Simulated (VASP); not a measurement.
# YbGe2: single point with PBEsol

YbGe2:

```
CELL_PARAMETERS angstrom
4.32118 0.00000 0.00000
-2.16059 3.74225 0.00000
0.00000 0.00000 3.93194
ATOMIC_POSITIONS crystal
Yb 0.00000 0.00000 0.00000
Ge 0.33333 0.66667 0.50000
Ge 0.66667 0.33333 0.50000
```

```
Program             : VASP 6.6.1
Task                : single point
Functional          : PBEsol
Potentials or basis : VASP PAW PBE potentials, release 64 (Yb, Ge_d)
Cutoff              : 520 eV
k mesh              : 10 × 10 × 8
Occupations         : gaussian, width 0.05 eV
Spin                : no spin polarisation
```

The pressure is -28.3 GPa and the band gap on the k mesh is zero (bands 26 and 27 overlap by 0.70 eV).

Stress tensor (GPa, compression positive):
```
-28.58   0.00   0.00
  0.00 -28.58   0.00
  0.00   0.00 -27.78
```

Levels at points of the mesh, in eV from the Fermi level:
```csv
k point,band 24,band 25,band 26,band 27,band 28,band 29
"(0.00, 0.00, 0.00)",-0.33,-0.27,-0.11,0.21,1.92,1.92
"(0.50, 0.00, 0.00)",-0.36,-0.36,-0.30,2.15,3.00,3.60
"(0.00, 0.00, 0.50)",-0.33,-0.20,-0.20,0.00,0.00,2.16
"(0.50, 0.00, 0.50)",-0.38,-0.37,-0.35,0.03,3.53,5.01
```

It took 2.7 min on 1 thread of Intel(R) Xeon(R) 6975P-C (Granite Rapids), with other jobs on the host, peak memory 0.3 GiB.

Caveat: the cell stands under tension; the PAW data sets were made with another functional, which shifts forces and pressure a little; spin-orbit coupling is left out, which moves the levels of the heavy elements. Spin polarisation is off, so any magnetic state and its effect on volume and gap are missing.
